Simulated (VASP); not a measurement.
Wanted: the native input for a VASP 6.6.1 run.

```yaml
Task: relaxation of cell and atoms
Functional: PBE
Potentials_or_basis: VASP PAW PBE potentials, release 64 (Ta_pv)
Cutoff: 600 eV
k_mesh: 20 × 20 × 20
Occupations: fermi-dirac, width 0.15 eV
Spin: no spin polarisation
Target_pressure: 18 GPa
Dipole_correction: no
Further_INCAR_settings: ALGO = Normal; EDIFF = 1e-06; IBRION = 2; EDIFFG = -0.001; NSW = 80; ISIF = 3
```

The structure of Ta lies in POSCAR:

```
Ta
1.0
   -1.6422701385      1.6422701385      1.6422701385
    1.6422701385     -1.6422701385      1.6422701385
    1.6422701385      1.6422701385     -1.6422701385
Ta
1
Direct
    0.0000000000      0.0000000000      0.0000000000
```

These files were run (other wordings do the same):

INCAR

```
SYSTEM = Ta
PREC = Accurate
ENCUT = 600
EDIFF = 1E-6
ISMEAR = -1
SIGMA = 0.15
LREAL = .False.
LASPH = .True.
NELM = 100
ALGO = Normal
ISIF = 3
LWAVE = .False.
LCHARG = .False.
GGA = PE
IBRION = 2
NSW = 80
EDIFFG = -0.001
PSTRESS = 180.0
```

KPOINTS

```
Automatic mesh
0
Gamma
  20 20 20
  0 0 0
```

Potentials or basis: VASP PAW PBE potentials, release 64 (Ta_pv).

Launch:

```console
$ cat potpaw_PBE.64/Ta_pv/POTCAR > POTCAR
$ mpirun -np 1 vasp_std > vasp.out
```

It gave:

```
Relaxed volume                                         : 16.94 Å³/atom
Relaxed cell                                           : a = 2.802 Å, b = 2.802 Å, c = 2.802 Å, α = 109.47°, β = 109.47°, γ = 109.47°
Space group after relaxing (to 0.05 Å)                 : Im-3m (No. 229)
Energy change on relaxing (the enthalpy is what falls) : +60.3 meV/atom
Ionic steps                                            : 7
Pressure after relaxing                                : 18.0 GPa
```

Caveat: the cell is relaxed towards a set pressure, so the enthalpy falls and the energy may rise.

Run time: 2.3 min on 1 thread of Intel Xeon 8259CL (shared host), peak memory 0.19 GiB.
